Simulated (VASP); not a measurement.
# Sr (Fm-3m) in VASP: settings compared

The runs below take Sr through single point, with LDA, r2SCAN, PBEsol, PBE.

Program: VASP 6.6.1. These are calculated values, not measurements. Logs are shortened: lines on timing, memory, paths and dates and some standing lists are left out, and cuts for length are marked.

## 1. The cell of the first run

The structure is cubic, space group Fm-3m (No. 225). Conventional cell: a = 6.085 Å, b = 6.085 Å, c = 6.085 Å, α = 90.00°, β = 90.00°, γ = 90.00°. Sr (site symmetry m-3m) has 12 Sr at 4.30 Å within 5.6 Å.

## 2. Single point, LDA

INCAR

```
  ALGO = Normal
  EDIFF = 1E-6
  ENCUT = 520
  ISIF = 2
  ISMEAR = 0
  LASPH = T
  LCHARG = F
  LREAL = F
  LWAVE = F
  NBANDS = 11
  NELM = 100
  PREC = Accurate
  SIGMA = 0.02
```

KPOINTS

```
k-points
0
Gamma
  8 8 8
```

POSCAR

```
Sr
1.0
    0.0000000000      3.0423500000      3.0423500000
    3.0423500000      0.0000000000      3.0423500000
    3.0423500000      3.0423500000      0.0000000000
Sr
1
Direct
    0.0000000000      0.0000000000      0.0000000000
```

Potentials or basis: VASP PAW LDA potentials, release 64 (Sr_sv).

Started as:

```sh
$ cat potpaw_LDA.64/Sr_sv/POTCAR > POTCAR
$ mpirun -np 1 vasp_std > vasp.out
```

OUTCAR:

```text
EDIFF = 1E-6
   ENCUT = 520
   ISIF = 2
   ISMEAR = 0
   LASPH = T
   LREAL = F
   NELM = 100
   PREC = Accurate

 ion  position               nearest neighbor table
   1  0.000  0.000  0.000-

  LATTYP: Found a face centered cubic cell.
 ALAT       =     6.0847000000

  Lattice vectors:

 A1 = (   0.0000000000,   3.0423500000,   3.0423500000)
 A2 = (   3.0423500000,   0.0000000000,   3.0423500000)
 A3 = (   3.0423500000,   3.0423500000,   0.0000000000)

Analysis of symmetry for initial positions (statically):
=====================================================================
 Subroutine PRICEL returns:
 Original cell was already a primitive cell.

 Routine SETGRP: Setting up the symmetry group for a
 face centered cubic supercell.

 Subroutine GETGRP returns: Found 48 space group operations
 (whereof 48 operations were pure point group operations)
 out of a pool of 48 trial point group operations.

The static configuration has the point symmetry O_h .

Analysis of symmetry for dynamics (positions and initial velocities):
=====================================================================
 Subroutine PRICEL returns:
 Original cell was already a primitive cell.

 Routine SETGRP: Setting up the symmetry group for a
 face centered cubic supercell.

 Subroutine GETGRP returns: Found 48 space group operations
 (whereof 48 operations were pure point group operations)
 out of a pool of 48 trial point group operations.

The dynamic configuration has the point symmetry O_h .

 Subroutine INISYM returns: Found 48 space group operations
 (whereof 48 operations are pure point group operations),
 and found     1 'primitive' translations

----------------------------------------------------------------------------------------

                                     Primitive cell

  volume of cell :      56.3193

  direct lattice vectors                    reciprocal lattice vectors
     0.000000000  3.042350000  3.042350000    -0.164346640  0.164346640  0.164346640
     3.042350000  0.000000000  3.042350000     0.164346640 -0.164346640  0.164346640
     3.042350000  3.042350000  0.000000000     0.164346640  0.164346640 -0.164346640

  length of vectors
     4.302532631  4.302532631  4.302532631     0.284656730  0.284656730  0.284656730

  position of ions in fractional coordinates (direct lattice)
     0.000000000  0.000000000  0.000000000

  ion indices of the primitive-cell ions
   primitive index   ion index
                 1           1

----------------------------------------------------------------------------------------

 KPOINTS: k-points

Automatic generation of k-mesh.
 Grid dimensions read from file:
 generate k-points for:    8    8    8

 Generating k-lattice:

  Cartesian coordinates                     Fractional coordinates (reciprocal lattice)
    -0.020543330  0.020543330  0.020543330     0.125000000  0.000000000  0.000000000
     0.020543330 -0.020543330  0.020543330     0.000000000  0.125000000  0.000000000
     0.020543330  0.020543330 -0.020543330     0.000000000  0.000000000  0.125000000

  Length of vectors
     0.035582091  0.035582091  0.035582091

  Shift w.r.t. Gamma in fractional coordinates (k-lattice)
     0.000000000  0.000000000  0.000000000

 Subroutine IBZKPT returns following result:
 ===========================================

 Found     29 irreducible k-points:

 Following reciprocal coordinates:
            Coordinates               Weight
  0.000000  0.000000  0.000000      1.000000
  0.125000  0.000000  0.000000      8.000000
  0.250000  0.000000  0.000000      8.000000
  0.375000  0.000000  0.000000      8.000000
  0.500000  0.000000  0.000000      4.000000
  0.125000  0.125000  0.000000      6.000000
[... 16 lines left out ...]
  0.500000  0.250000  0.125000     48.000000
 -0.375000  0.250000  0.125000     24.000000
 [... further k-points ...]
   k-points           NKPTS =     29   k-points in BZ     NKDIM =     29   number of bands    NBANDS=     11
   number of dos      NEDOS =    301   number of ions     NIONS =      1
   total plane-waves  NPLWV =  32768
   dimension x,y,z NGX =    32 NGY =   32 NGZ =   32
   dimension x,y,z NGXF=    64 NGYF=   64 NGZF=   64
   ions per type =               1
   NGX,Y,Z   is equivalent  to a cutoff of  12.36, 12.36, 12.36 a.u.
   NGXF,Y,Z  is equivalent  to a cutoff of  24.73, 24.73, 24.73 a.u.
 SYSTEM =  unknown system
   PREC   = accura    normal or accurate (medium, high low for compatibility)
   ISTART =      0    job   : 0-new  1-cont  2-samecut
   ICHARG =      2    charge: 1-file 2-atom 10-const
   ISPIN  =      1    spin polarized calculation?
   LNONCOLLINEAR =      F non collinear calculations
   LSORBIT =      F    spin-orbit coupling
   LASPH  =      T    aspherical Exc in radial PAW
   ENCUT  =  520.0 eV  38.22 Ry    6.18 a.u.   8.00  8.00  8.00*2*pi/ulx,y,z
   NELM   =    100;   NELMIN=  2; NELMDL= -5     # of ELM steps
   EDIFF  = 0.1E-05   stopping-criterion for ELM
[... 26 lines left out ...]
   AEXX    =    0.0000 exact exchange contribution
   IVDW    =     0    specifies the selected vdW correction
   LEPSILON=     F    determine dielectric tensor
   LRPA    =     F    only Hartree local field effects (RPA)
 non-spin polarized calculation
 Gauss-broadening in eV      SIGMA  =   0.02
  energy-cutoff  :      520.00
  volume of cell :       56.32
 maximum number of plane-waves:      1540
   NGX = 15   NGY = 15   NGZ = 15

 number of electron      10.0000000 magnetization

 Free energy of the ion-electron system (eV)
  ---------------------------------------------------
  ext. energy  EPLUGINS =         0.00000000
  ---------------------------------------------------
  free energy    TOTEN  =        -1.85880423 eV

  energy without entropy =       -1.85838226  energy(sigma->0) =       -1.85859325

 E-fermi :   1.3774     XC(G=0):  -7.4827

 val. band max:        1.2525789013   @ k =  -0.3750   0.3750   0.0000
 cond. band min:       1.3869753510   @ k =  -0.3750   0.2500   0.1250
 fundamental gap:      0.1343964497
 Fermi energy:         1.3774288081

 k-point     1 :       0.0000    0.0000    0.0000
  band No.  band energies     occupation
      1     -35.1681      2.00000
      2     -17.1550      2.00000
      3     -17.1550      2.00000
      4     -17.1550      2.00000
      5      -2.2843      2.00000
      6       3.5519      0.00000
      7       3.5519      0.00000
      8       3.5519      0.00000
      9       4.9650      0.00000
     10       4.9650      0.00000
     11       8.4457      0.00000

 k-point     2 :       0.1250    0.0000    0.0000
  band No.  band energies     occupation
      1     -35.1663      2.00000
      2     -17.1827      2.00000
      3     -17.1588      2.00000
      4     -17.1588      2.00000
      5      -2.0390      2.00000
      6       3.2147      0.00000
      7       3.6567      0.00000
      8       3.6567      0.00000
      9       4.8429      0.00000
     10       4.8429      0.00000
     11       8.9826      0.00000

 k-point     3 :       0.2500    0.0000    0.0000
  band No.  band energies     occupation
      1     -35.1617      2.00000
      2     -17.2486      2.00000
      3     -17.1679      2.00000
      4     -17.1679      2.00000
      5      -1.3571      2.00000
      6       2.5434      0.00000
      7       3.7052      0.00000
      8       3.7052      0.00000
      9       4.9270      0.00000
     10       4.9270      0.00000
     11       8.0348      0.00000

 k-point     4 :       0.3750    0.0000    0.0000
  band No.  band energies     occupation
      1     -35.1572      2.00000
      2     -17.3132      2.00000
      3     -17.1769      2.00000
      4     -17.1769      2.00000
      5      -0.4284      2.00000
      6       1.8716      0.00000
      7       3.5125      0.00000
      8       3.5125      0.00000
      9       5.5458      0.00000
     10       5.5458      0.00000
     11       7.0748      0.00000
[... 239 lines left out ...]
 k-point    22 :       0.3750    0.2500    0.1250
  band No.  band energies     occupation
      1     -35.1584      2.00000
      2     -17.2647      2.00000
      3     -17.2018      2.00000
      4     -17.1794      2.00000
      5      -0.7808      2.00000
      6       2.3108      0.00000
      7       3.0931      0.00000
      8       4.1941      0.00000
      9       4.3700      0.00000
     10       5.6963      0.00000
     11       8.1734      0.00000

 k-point    23 :       0.5000    0.2500    0.1250
  band No.  band energies     occupation
      1     -35.1547      2.00000
      2     -17.2994      2.00000
      3     -17.2223      2.00000
      4     -17.1902      2.00000
      5       0.1259      2.00000
      6       1.8963      0.00000
      7       2.6588      0.00000
      8       3.9936      0.00000
      9       5.0880      0.00000
     10       6.1908      0.00000
     11       6.8437      0.00000

 k-point    24 :      -0.3750    0.2500    0.1250
  band No.  band energies     occupation
      1     -35.1532      2.00000
      2     -17.3143      2.00000
      3     -17.2287      2.00000
      4     -17.1960      2.00000
      5       0.8458      2.00000
      6       1.3870      0.49965
      7       2.6222      0.00000
      8       3.8694      0.00000
      9       5.4480      0.00000
     10       6.2607      0.00000
     11       6.3154      0.00000

 [... further k-points ...]
[... 5 lines left out ...]
  --------------------------------------------------------------------------------------
  -------------------------------------------------------------------------------------
  Total       -0.5751465     -0.5751465     -0.5751465     -0.0000000     -0.0000000      0.0000000
  in kB      -16.3618173    -16.3618173    -16.3618173     -0.0000000     -0.0000000      0.0000000
  external PRESSURE =     -16.3618173 kB  Pullay stress =       0.0000000 kB

 VOLUME and BASIS-vectors are now :
 -----------------------------------------------------------------------------
  energy-cutoff  :      520.00
  volume of cell :       56.32
      direct lattice vectors                 reciprocal lattice vectors
     0.000000000  3.042350000  3.042350000    -0.164346640  0.164346640  0.164346640
     3.042350000  0.000000000  3.042350000     0.164346640 -0.164346640  0.164346640
     3.042350000  3.042350000  0.000000000     0.164346640  0.164346640 -0.164346640

 POSITION                                       TOTAL-FORCE (eV/Angst)
 -----------------------------------------------------------------------------------
      0.00000      0.00000      0.00000        -0.000000     -0.000000     -0.000000
 -----------------------------------------------------------------------------------
    total drift:                                0.000000      0.000000      0.000000

  FREE ENERGIE OF THE ION-ELECTRON SYSTEM (eV)
  ---------------------------------------------------
  free  energy   TOTEN  =        -1.8588042298 eV

  energy  without entropy=       -1.8583822636  energy(sigma->0) =       -1.85859325
```

Wall time 6.3 s (1 thread of Intel Xeon Platinum 8488C (Sapphire Rapids), shared host); peak memory 0.15 GiB.

What came out:

```
Free energy            : -1.8588 eV
Pressure               : -1.6 GPa
Band gap on the k mesh : zero (band 5 reaches 1.42 eV, above the bottom of band 6 at 1.39 eV)
```

## 3. Single point, r2SCAN

This run uses another cell than the first one, of 58.57 Å³/atom, 1.040 times its volume.

POSCAR

```
Sr
1.0
    0.0000000000      3.0823855122      3.0823855122
    3.0823855122      0.0000000000      3.0823855122
    3.0823855122      3.0823855122      0.0000000000
Sr
1
Direct
    0.0000000000      0.0000000000      0.0000000000
```

INCAR.step1

```
SYSTEM = Sr
PREC     = Accurate       ! precision mode
ENCUT    = 520            ! plane-wave cutoff, eV
ISMEAR   = -1             ! smearing method
SIGMA    = 0.05           ! smearing width, eV
LREAL    = .FALSE.        ! projectors in reciprocal space
LASPH    = .TRUE.         ! aspherical terms in the spheres
NELM     = 60             ! most SCF steps
NBANDS   = 11             ! bands
GGA      = PE             ! functional
ALGO     = Normal         ! electronic algorithm
EDIFF    = 1E-4           ! SCF threshold, eV
LWAVE    = .TRUE.         ! write WAVECAR
LCHARG   = .FALSE.        ! write CHGCAR
```

INCAR.step2

```
SYSTEM = Sr
PREC     = Accurate       ! precision mode
ENCUT    = 520            ! plane-wave cutoff, eV
EDIFF    = 1E-7           ! SCF threshold, eV
ISMEAR   = -1             ! smearing method
SIGMA    = 0.05           ! smearing width, eV
LREAL    = .FALSE.        ! projectors in reciprocal space
LASPH    = .TRUE.         ! aspherical terms in the spheres
NELM     = 60             ! most SCF steps
ALGO     = Normal         ! electronic algorithm
ISIF     = 2              ! what is computed and relaxed
LWAVE    = .FALSE.        ! write WAVECAR
LCHARG   = .FALSE.        ! write CHGCAR
METAGGA  = R2SCAN         ! meta-GGA
LMIXTAU  = .TRUE.       
NBANDS   = 11             ! bands
ISTART   = 1
```

KPOINTS

```
Automatic mesh
0
G
  6 6 6
  0 0 0
```

Potentials or basis: VASP PAW PBE potentials, release 64 (Sr_sv).

Started as:

```sh
$ cat potpaw_PBE.64/Sr_sv/POTCAR > POTCAR
$ cp INCAR.step1 INCAR
$ mpirun -np 1 vasp_std > vasp.out
$ cp INCAR.step2 INCAR
$ mpirun -np 1 vasp_std > vasp.out
```

It took 39 s on 1 thread of Intel Xeon 6975P-C, shared host; peak memory 0.19 GiB.

The run converged. Its results:

* Free energy: -15.0814 eV
* Pressure: -0.4 GPa
* Band gap on the k mesh: zero (band 5 reaches 1.39 eV, above the bottom of band 6 at 1.29 eV)

Levels at points of the mesh, in eV from the Fermi level:
```tsv
k point	band 2	band 3	band 4	band 5	band 6	band 7	band 8	band 9
(0.00, 0.00, 0.00)	-19.43	-19.43	-19.43	-3.75	2.62	2.62	2.62	4.07
(0.50, 0.00, 0.00)	-19.59	-19.45	-19.45	-1.04	-0.11	2.44	2.44	5.08
(0.50, 0.50, 0.00)	-19.58	-19.49	-19.49	-0.54	0.53	0.90	5.08	5.38
```

Caveat: the PAW data sets were made with another functional, which shifts forces and pressure a little.

## 4. Single point, r2SCAN

This run uses another cell than the first one, of 59.70 Å³/atom, 1.060 times its volume.

POSCAR

```
Sr
1.0
    0.0000000000      3.1020190703      3.1020190703
    3.1020190703      0.0000000000      3.1020190703
    3.1020190703      3.1020190703      0.0000000000
Sr
1
Direct
    0.0000000000      0.0000000000      0.0000000000
```

INCAR.step1

```
ALGO = Normal ; EDIFF = 1E-4
ENCUT = 520 ; GGA = PE
ISMEAR = -1 ; LASPH = True
LCHARG = False ; LREAL = False
LWAVE = True ; NBANDS = 11
NELM = 100 ; PREC = Accurate
SIGMA = 0.05
```

INCAR.step2

```
ALGO = Normal ; EDIFF = 1E-6
ENCUT = 520 ; ISIF = 2
ISMEAR = -1 ; ISTART = 1
LASPH = True ; LCHARG = False
LMIXTAU = True ; LREAL = False
LWAVE = False ; METAGGA = R2SCAN
NBANDS = 11 ; NELM = 100
PREC = Accurate ; SIGMA = 0.05
```

KPOINTS

```
k-points
0
Gamma
  6 6 6
```

Started as:

```sh
$ cat potpaw_PBE.64/Sr_sv/POTCAR > POTCAR
$ cp INCAR.step1 INCAR
$ mpirun -np 1 vasp_std > vasp.out
$ cp INCAR.step2 INCAR
$ mpirun -np 1 vasp_std > vasp.out
```

It took 44 s on 1 thread of Intel Xeon 6975P-C, shared host; peak memory 0.2 GiB.

The run converged. Its results:

```
Free energy            : -15.0780 eV
Pressure               : -0.5 GPa
Band gap on the k mesh : zero (band 5 reaches 1.33 eV, above the bottom of band 6 at 1.21 eV)
```

Levels at points of the mesh, in eV from the Fermi level:
| k point | band 3 | band 4 | band 5 | band 6 | band 7 | band 8 |
| --- | --- | --- | --- | --- | --- | --- |
| (0.00, 0.00, 0.00) | -19.47 | -19.47 | -3.71 | 2.60 | 2.60 | 2.60 |
| (0.50, 0.00, 0.00) | -19.49 | -19.49 | -1.03 | -0.13 | 2.42 | 2.42 |
| (0.50, 0.50, 0.00) | -19.52 | -19.52 | -0.52 | 0.55 | 0.86 | 5.01 |

Caveat: the PAW data sets were made with another functional, which shifts forces and pressure a little.

## 5. Single point, PBEsol

INCAR

```
PREC = Accurate ; ENCUT = 520
EDIFF = 1E-6 ; ISMEAR = -1
SIGMA = 0.05 ; LREAL = False
LASPH = True ; NELM = 100
ALGO = Fast ; ISIF = 2
LWAVE = False ; LCHARG = False
GGA = PS ; NBANDS = 11
```

KPOINTS

```
regular mesh
0
Gamma
  4 4 4
```

POSCAR

```
Sr
1.0
    0.0000000000      3.0423500000      3.0423500000
    3.0423500000      0.0000000000      3.0423500000
    3.0423500000      3.0423500000      0.0000000000
Sr
1
Direct
    0.0000000000      0.0000000000      0.0000000000
```

Started as:

```sh
$ cat potpaw_PBE.64/Sr_sv/POTCAR > POTCAR
$ mpirun -np 1 vasp_std > vasp.out
```

It took 3.1 s on 1 thread of Intel Xeon 6975P-C (Granite Rapids), shared host; peak memory 0.17 GiB.

It converged, with:

| Quantity | Value |
| --- | --- |
| Free energy | -1.8731 eV |
| Pressure | -0.7 GPa |
| Band gap on the k mesh | zero (band 5 reaches 1.50 eV, above the bottom of band 6 at 1.46 eV) |

Levels at points of the mesh, in eV from the Fermi level:
| k point | band 2 | band 3 | band 4 | band 5 | band 6 | band 7 | band 8 | band 9 |
| --- | --- | --- | --- | --- | --- | --- | --- | --- |
| (0.00, 0.00, 0.00) | -18.60 | -18.60 | -18.60 | -3.71 | 2.21 | 2.21 | 2.21 | 3.64 |
| (0.50, 0.00, 0.00) | -18.79 | -18.63 | -18.63 | -1.21 | -0.04 | 2.06 | 2.06 | 4.66 |
| (0.50, 0.50, 0.00) | -18.77 | -18.67 | -18.67 | -0.70 | 0.26 | 0.92 | 4.67 | 4.96 |

Caveat: the k points lie up to 0.45 Å⁻¹ apart; the PAW data sets were made with another functional, which shifts forces and pressure a little.

## 6. Single point, PBE

This run uses another cell than the first one, of 24.45 Å³/atom, 0.434 times its volume.

INCAR

```
ALGO     = Normal         # electronic algorithm
EDIFF    = 1E-7           # SCF threshold, eV
ENCUT    = 520            # plane-wave cutoff, eV
GGA      = PE             # functional
ISIF     = 2              # what is computed and relaxed
ISMEAR   = -1             # smearing method
LASPH    = T              # aspherical terms in the spheres
LCHARG   = T              # write CHGCAR
LELF     = T              # ELF
LREAL    = F              # projectors in reciprocal space
LVHAR    = T            
LWAVE    = F              # write WAVECAR
NBANDS   = 11             # bands
NELM     = 80             # most SCF steps
PREC     = Accurate       # precision mode
SIGMA    = 0.05           # smearing width, eV
```

KPOINTS

```
k-points
0
Gamma
  8 8 8
```

POSCAR

```
Sr
1.0
    0.0000000000      2.3037655324      2.3037655324
    2.3037655324      0.0000000000      2.3037655324
    2.3037655324      2.3037655324      0.0000000000
Sr
1
Direct
    0.0000000000      0.0000000000      0.0000000000
```

Potentials or basis: VASP PAW PBE potentials, release 64 (Sr_sv).

Started as:

```sh
$ cat potpaw_PBE.64/Sr_sv/POTCAR > POTCAR
$ mpirun -np 1 vasp_std > vasp.out
```

Wall time 3.4 s (1 thread of Intel Xeon 6975P-C (Granite Rapids), shared host); peak memory 0.13 GiB.

It converged, with:

- Free energy: 0.0897 eV
- Pressure: 30.4 GPa
- Band gap on the k mesh: zero (band 5 reaches 5.41 eV, above the bottom of band 6 at 4.35 eV)

Levels at points of the mesh, in eV from the Fermi level:
```
           k point  band 3  band 4  band 5  band 6  band 7  band 8
(0.00, 0.00, 0.00)  -16.56  -16.56   -3.86    3.24    3.24    3.24
(0.50, 0.00, 0.00)  -16.83  -16.83   -1.50    2.85    2.85    3.35
(0.50, 0.50, 0.00)  -17.34  -17.34   -2.07   -0.87    5.63    9.23
```

## 7. Overview

| level | potentials or basis | cell | k mesh | smearing | gap on the mesh (eV) | pressure (GPa) |
| --- | --- | --- | --- | --- | --- | --- |
| LDA | VASP PAW LDA potentials, release 64 (Sr_sv) | a = 4.303 Å, angles 60.0°, 1 atom | 8 × 8 × 8 | gaussian 0.02 eV | none | -1.6 |
| r2SCAN | VASP PAW PBE potentials, release 64 (Sr_sv) | a = 4.359 Å, angles 60.0°, 1 atom | 6 × 6 × 6 | fermi-dirac 0.05 eV | none | -0.4 |
| r2SCAN | VASP PAW PBE potentials, release 64 (Sr_sv) | a = 4.387 Å, angles 60.0°, 1 atom | 6 × 6 × 6 | fermi-dirac 0.05 eV | none | -0.5 |
| PBEsol | VASP PAW PBE potentials, release 64 (Sr_sv) | a = 4.303 Å, angles 60.0°, 1 atom | 4 × 4 × 4 | fermi-dirac 0.05 eV | none | -0.7 |
| PBE | VASP PAW PBE potentials, release 64 (Sr_sv) | a = 3.258 Å, angles 60.0°, 1 atom | 8 × 8 × 8 | fermi-dirac 0.05 eV | none | 30.4 |

Alike in all rows: task single point; no spin polarisation; cutoff (eV) 520.

Caveats: some runs use coarse meshes; the PAW data sets were made with another functional, which shifts forces and pressure a little (some runs).

Absolute energies hang on the potentials; compare differences alone.
